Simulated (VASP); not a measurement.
# MgS (m.bgw) (Fm-3m) in VASP: single point with PBE

Aim: the single point of MgS (m.bgw) with PBE.

All numbers are computed with VASP 6.6.1; they aren't measurements. Logs are shortened: lines on timing, memory, paths and dates and some standing lists are left out, and cuts for length are marked.

## Step 1: The cell of the first run

The structure is cubic, space group Fm-3m (No. 225). Conventional cell: a = 5.230 Å, b = 5.230 Å, c = 5.230 Å, α = 90.00°, β = 90.00°, γ = 90.00°. Mg (site symmetry m-3m) has 6 S at 2.61 Å within 3.4 Å. S (site symmetry m-3m) has 6 Mg at 2.61 Å within 3.4 Å.

## Step 2: Single point, PBE

Input file INCAR:

```
PREC = Accurate
ENCUT = 600
EDIFF = 1E-6
ISMEAR = 0
SIGMA = 0.01
LREAL = False
LASPH = True
NELM = 120
ALGO = Normal
ISIF = 2
LWAVE = False
LCHARG = False
GGA = PE
NBANDS = 11
GGA_COMPAT = False
```

Input file KPOINTS:

```
Automatic mesh
0
Gamma
  4 4 4
```

Input file POSCAR:

```
MgS
1.0
    0.0000000000      2.6147705030      2.6147705030
    2.6147705030      0.0000000000      2.6147705030
    2.6147705030      2.6147705030      0.0000000000
Mg S
1 1
Direct
    0.0000000000      0.0000000000      0.0000000000
    0.5000000000      0.5000000000      0.5000000000
```

Potentials or basis: VASP PAW PBE potentials, release 64 (Mg, S).

The run is started by

```console
> cat potpaw_PBE.64/Mg/POTCAR potpaw_PBE.64/S/POTCAR > POTCAR
> mpirun -np 1 vasp_std > vasp.out
```

OUTCAR:

```text
PREC = Accurate
   ENCUT = 600
   EDIFF = 1E-6
   ISMEAR = 0
   LREAL = False
   LASPH = True
   NELM = 120
   ISIF = 2
   GGA = PE

 ion  position               nearest neighbor table
   1  0.000  0.000  0.000-   2 2.61   2 2.61   2 2.61   2 2.61   2 2.61   2 2.61
   2  0.500  0.500  0.500-   1 2.61   1 2.61   1 2.61   1 2.61   1 2.61   1 2.61

  LATTYP: Found a face centered cubic cell.
 ALAT       =     5.2295410060

  Lattice vectors:

 A1 = (   0.0000000000,   2.6147705030,   2.6147705030)
 A2 = (   2.6147705030,   0.0000000000,   2.6147705030)
 A3 = (   2.6147705030,   2.6147705030,   0.0000000000)

Analysis of symmetry for initial positions (statically):
=====================================================================
 Subroutine PRICEL returns:
 Original cell was already a primitive cell.

 Routine SETGRP: Setting up the symmetry group for a
 face centered cubic supercell.

 Subroutine GETGRP returns: Found 48 space group operations
 (whereof 48 operations were pure point group operations)
 out of a pool of 48 trial point group operations.

The static configuration has the point symmetry O_h .

Analysis of symmetry for dynamics (positions and initial velocities):
=====================================================================
 Subroutine PRICEL returns:
 Original cell was already a primitive cell.

 Routine SETGRP: Setting up the symmetry group for a
 face centered cubic supercell.

 Subroutine GETGRP returns: Found 48 space group operations
 (whereof 48 operations were pure point group operations)
 out of a pool of 48 trial point group operations.

The dynamic configuration has the point symmetry O_h .

 Subroutine INISYM returns: Found 48 space group operations
 (whereof 48 operations are pure point group operations),
 and found     1 'primitive' translations

----------------------------------------------------------------------------------------

                                     Primitive cell

  volume of cell :      35.7545

  direct lattice vectors                    reciprocal lattice vectors
     0.000000000  2.614770503  2.614770503    -0.191221371  0.191221371  0.191221371
     2.614770503  0.000000000  2.614770503     0.191221371 -0.191221371  0.191221371
     2.614770503  2.614770503  0.000000000     0.191221371  0.191221371 -0.191221371

  length of vectors
     3.697843908  3.697843908  3.697843908     0.331205130  0.331205130  0.331205130

  position of ions in fractional coordinates (direct lattice)
     0.000000000  0.000000000  0.000000000
     0.500000000  0.500000000  0.500000000

  ion indices of the primitive-cell ions
   primitive index   ion index
                 1           1
                 2           2

----------------------------------------------------------------------------------------

 KPOINTS: Automatic mesh

Automatic generation of k-mesh.
 Grid dimensions read from file:
 generate k-points for:    4    4    4

 Generating k-lattice:

  Cartesian coordinates                     Fractional coordinates (reciprocal lattice)
    -0.047805343  0.047805343  0.047805343     0.250000000  0.000000000  0.000000000
     0.047805343 -0.047805343  0.047805343     0.000000000  0.250000000  0.000000000
     0.047805343  0.047805343 -0.047805343     0.000000000  0.000000000  0.250000000

  Length of vectors
     0.082801282  0.082801282  0.082801282

  Shift w.r.t. Gamma in fractional coordinates (k-lattice)
     0.000000000  0.000000000  0.000000000

 Subroutine IBZKPT returns following result:
 ===========================================

 Found      8 irreducible k-points:

 Following reciprocal coordinates:
            Coordinates               Weight
  0.000000  0.000000  0.000000      1.000000
  0.250000  0.000000  0.000000      8.000000
  0.500000  0.000000  0.000000      4.000000
  0.250000  0.250000  0.000000      6.000000
  0.500000  0.250000  0.000000     24.000000
 -0.250000  0.250000  0.000000     12.000000
  0.500000  0.500000  0.000000      3.000000
 -0.250000  0.500000  0.250000      6.000000
   k-points           NKPTS =      8   k-points in BZ     NKDIM =      8   number of bands    NBANDS=     11
   number of dos      NEDOS =    301   number of ions     NIONS =      2
   total plane-waves  NPLWV =  27000
   dimension x,y,z NGX =    30 NGY =   30 NGZ =   30
   dimension x,y,z NGXF=    60 NGYF=   60 NGZF=   60
   ions per type =               1   1
   NGX,Y,Z   is equivalent  to a cutoff of  13.49, 13.49, 13.49 a.u.
   NGXF,Y,Z  is equivalent  to a cutoff of  26.97, 26.97, 26.97 a.u.
 SYSTEM =  unknown system
   PREC   = accura    normal or accurate (medium, high low for compatibility)
   ISTART =      0    job   : 0-new  1-cont  2-samecut
   ICHARG =      2    charge: 1-file 2-atom 10-const
   ISPIN  =      1    spin polarized calculation?
   LNONCOLLINEAR =      F non collinear calculations
   LSORBIT =      F    spin-orbit coupling
   LASPH  =      T    aspherical Exc in radial PAW
   ENCUT  =  600.0 eV  44.10 Ry    6.64 a.u.   7.39  7.39  7.39*2*pi/ulx,y,z
   NELM   =    120;   NELMIN=  2; NELMDL= -5     # of ELM steps
   EDIFF  = 0.1E-05   stopping-criterion for ELM
   LREAL  =      F    real-space projection
   EDIFFG = 0.1E-04   stopping-criterion for IOM
   NSW    =      0    number of steps for IOM
   IBRION =     -1    ionic relax: 0-MD 1-quasi-New 2-CG
   NFREE  =      0    steps in history (QN), initial steepest desc. (CG)
   ISIF   =      2    stress and relaxation
   ISYM   =      2    0-nonsym 1-usesym 2-fastsym
   POTIM  = 0.5000    time-step for ionic-motion
   TEBEG  =    0.0;   TEEND  =   0.0 temperature during run
   PSTRESS=    0.0 pullay stress
   NELECT =       8.0000    total number of electrons
   NUPDOWN=      -1.0000    fix difference up-down
   EMIN   =  10.00;   EMAX   =-10.00  energy-range for DOS
   EFERMI =   0.00;   METHOD = LEGACY
   ISMEAR =     0;   SIGMA  =   0.01  broadening in eV -4-tet -1-fermi 0-gaus
   EFERMI_NEDOS =   21; number of points for ismear=-14 and -15
   IALGO  =     38    algorithm
   IMIX   =      4    mixing-type and parameters
     AMIX     =   0.40;   BMIX     =  1.00
     AMIX_MAG =   1.60;   BMIX_MAG =  1.00
  volume/ion in A,a.u.               =      17.88       120.64
  Fermi-wavevector in a.u.,A,eV,Ry     =   0.993866  1.878135 13.439427  0.987770
  Thomas-Fermi vector in A             =   2.125778
   LORBIT       =      0    0 simple, 1 ext, 2 COOP (PROOUT), +10 PAW based schemes
   GGA     = PE    functional components
   LHFCALC =     F    Hartree Fock is set to
   AEXX    =    0.0000 exact exchange contribution
   IVDW    =     0    specifies the selected vdW correction
   LEPSILON=     F    determine dielectric tensor
   LRPA    =     F    only Hartree local field effects (RPA)
 non-spin polarized calculation
 Gauss-broadening in eV      SIGMA  =   0.01
  energy-cutoff  :      600.00
  volume of cell :       35.75
 maximum number of plane-waves:      1243
 NGX is ok and might be reduce to    30
   NGX = 15   NGY = 15   NGZ = 15

 number of electron       7.9999999 magnetization

 Free energy of the ion-electron system (eV)
  ---------------------------------------------------
  ext. energy  EPLUGINS =         0.00000000
  ---------------------------------------------------
  free energy    TOTEN  =        -8.45660462 eV

  energy without entropy =       -8.45660462  energy(sigma->0) =       -8.45660462

 E-fermi :   3.6772     XC(G=0):  -9.6180

 val. band max:        3.6198825655   @ k =   0.0000   0.0000   0.0000
 cond. band min:       6.3373030209   @ k =   0.5000   0.5000   0.0000
 fundamental gap:      2.7174204554
 Fermi energy:         3.6772068603

 k-point     1 :       0.0000    0.0000    0.0000
  band No.  band energies     occupation
      1      -8.9629      2.00000
      2       3.6199      2.00000
      3       3.6199      2.00000
      4       3.6199      2.00000
      5       7.2005      0.00000
      6      11.5647      0.00000
      7      11.5647      0.00000
      8      11.5647      0.00000
      9      13.9344      0.00000
     10      13.9344      0.00000
     11      16.1048      0.00000

 k-point     2 :       0.2500    0.0000    0.0000
  band No.  band energies     occupation
      1      -8.4161      2.00000
      2       0.8428      2.00000
      3       3.3076      2.00000
      4       3.3076      2.00000
      5       8.5082      0.00000
      6      11.4021      0.00000
      7      11.4021      0.00000
      8      11.8294      0.00000
      9      13.8654      0.00000
     10      13.8654      0.00000
     11      15.3818      0.00000

 k-point     3 :       0.5000    0.0000    0.0000
  band No.  band energies     occupation
      1      -7.6911      2.00000
      2      -1.1424      2.00000
      3       3.0463      2.00000
      4       3.0463      2.00000
      5       8.1310      0.00000
      6      10.4868      0.00000
      7      10.4868      0.00000
      8      13.5500      0.00000
      9      15.6789      0.00000
     10      17.9358      0.00000
     11      17.9358      0.00000

 k-point     4 :       0.2500    0.2500    0.0000
  band No.  band energies     occupation
      1      -8.2444      2.00000
      2       1.0967      2.00000
      3       2.6686      2.00000
      4       2.6686      2.00000
      5       8.5421      0.00000
      6       9.2623      0.00000
      7      11.7287      0.00000
      8      13.7487      0.00000
      9      13.7487      0.00000
     10      14.9161      0.00000
     11      18.8158      0.00000

 k-point     5 :       0.5000    0.2500    0.0000
  band No.  band energies     occupation
      1      -7.5304      2.00000
      2      -0.3623      2.00000
      3       1.4544      2.00000
      4       2.4397      2.00000
      5       7.9801      0.00000
      6      10.3245      0.00000
      7      12.3526      0.00000
      8      12.5320      0.00000
      9      16.1001      0.00000
     10      18.1271      0.00000
     11      19.0714      0.00000

 k-point     6 :      -0.2500    0.2500    0.0000
  band No.  band energies     occupation
      1      -7.7621      2.00000
      2      -0.0306      2.00000
      3       1.3328      2.00000
      4       3.0072      2.00000
      5       9.2593      0.00000
      6      11.0793      0.00000
      7      11.4701      0.00000
      8      11.5169      0.00000
      9      14.1235      0.00000
     10      17.7101      0.00000
     11      18.6919      0.00000

 k-point     7 :       0.5000    0.5000    0.0000
  band No.  band energies     occupation
      1      -7.3303      2.00000
      2      -0.5048      2.00000
      3       1.9660      2.00000
      4       1.9660      2.00000
      5       6.3373      0.00000
      6       8.0420      0.00000
      7      15.4731      0.00000
      8      16.3799      0.00000
      9      16.8206      0.00000
     10      16.8206      0.00000
     11      19.3835      0.00000

 k-point     8 :      -0.2500    0.5000    0.2500
  band No.  band energies     occupation
      1      -7.2871      2.00000
      2       0.4479      2.00000
      3       0.4479      2.00000
      4       1.2944      2.00000
      5       8.7912      0.00000
      6      11.5438      0.00000
      7      11.5438      0.00000
      8      11.6077      0.00000
      9      17.7948      0.00000
     10      17.7948      0.00000
     11      19.1885      0.00000

------------------------ aborting loop because EDIFF is reached ----------------------------------------

  FORCE on cell =-STRESS in cart. coord.  units (eV):
  Direction    XX          YY          ZZ          XY          YZ          ZX
  --------------------------------------------------------------------------------------
  -------------------------------------------------------------------------------------
  Total        0.0204418      0.0204418      0.0204418      0.0000000      0.0000000      0.0000000
  in kB        0.9160079      0.9160079      0.9160079      0.0000000      0.0000000      0.0000000
  external PRESSURE =       0.9160079 kB  Pullay stress =       0.0000000 kB

 VOLUME and BASIS-vectors are now :
 -----------------------------------------------------------------------------
  energy-cutoff  :      600.00
  volume of cell :       35.75
      direct lattice vectors                 reciprocal lattice vectors
     0.000000000  2.614770503  2.614770503    -0.191221371  0.191221371  0.191221371
     2.614770503  0.000000000  2.614770503     0.191221371 -0.191221371  0.191221371
     2.614770503  2.614770503  0.000000000     0.191221371  0.191221371 -0.191221371

 POSITION                                       TOTAL-FORCE (eV/Angst)
 -----------------------------------------------------------------------------------
      0.00000      0.00000      0.00000        -0.000000      0.000000     -0.000000
      2.61477      2.61477      2.61477         0.000000     -0.000000      0.000000
 -----------------------------------------------------------------------------------
    total drift:                               -0.000000     -0.000000      0.000000

  FREE ENERGIE OF THE ION-ELECTRON SYSTEM (eV)
  ---------------------------------------------------
  free  energy   TOTEN  =        -8.4566046180 eV

  energy  without entropy=       -8.4566046180  energy(sigma->0) =       -8.45660462
```

It took 4 s on 1 thread of AMD EPYC 9R45 (Zen 5), shared host; peak memory 0.13 GiB.

Results:

| Item | Value |
| --- | --- |
| Free energy | -8.4566 eV |
| Pressure | 0.1 GPa |
| Band gap on the k mesh | 2.72 eV, indirect (least direct gap 3.58 eV) |

Levels at points of the mesh, in eV from the valence-band top:
```
           k point  band 1  band 2  band 3  band 4  band 5  band 6  band 7  band 8  band 9
(0.00, 0.00, 0.00)  -12.58    0.00    0.00    0.00    3.58    7.94    7.94    7.94   10.31
(0.50, 0.00, 0.00)  -11.31   -4.76   -0.57   -0.57    4.51    6.87    6.87    9.93   12.06
(0.50, 0.50, 0.00)  -10.95   -4.12   -1.65   -1.65    2.72    4.42   11.85   12.76   13.20
```

Caveat: the k points lie up to 0.52 Å⁻¹ apart. A k mesh can miss the band edges.
